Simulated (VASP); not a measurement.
A run of VASP 6.6.1:

File INCAR:

```
SYSTEM = PtS2
PREC = Accurate
ENCUT = 600
EDIFF = 1E-7
ISMEAR = -1
SIGMA = 0.05
LREAL = .False.
LASPH = .True.
NELM = 60
ALGO = Normal
ISIF = 3
LWAVE = .False.
LCHARG = .False.
GGA = PS
IBRION = 2
NSW = 80
EDIFFG = -0.02
PSTRESS = 100.0
```

KPOINTS

```
regular mesh
0
Gamma
  9 9 5
  0 0 0
```

POSCAR

```
PtS2
1.0
    3.5432000000      0.0000000000      0.0000000000
   -1.7716000000      3.0685012107      0.0000000000
    0.0000000000      0.0000000000      5.0388000000
Pt S
1 2
Direct
    0.0000000000      0.0000000000      0.0000000000
    0.6666666667      0.3333333333      0.7730000000
    0.3333333333      0.6666666667      0.2270000000
```

Potentials or basis: VASP PAW PBE potentials, release 64 (Pt, S).

Run with:

```bash
$ cat potpaw_PBE.64/Pt/POTCAR potpaw_PBE.64/S/POTCAR > POTCAR
$ mpirun -np 1 vasp_std > vasp.out
```

Hardware: 1 thread of Intel(R) Xeon(R) 6975P-C (Granite Rapids), on a shared host.

Q: How long does it take, and how much memory?

A: Run time: 5.7 min on 1 thread of Intel(R) Xeon(R) 6975P-C (Granite Rapids), on a shared host, peak memory 0.22 GiB. Counts: scf iterations 193, k points 50, ion steps 22.
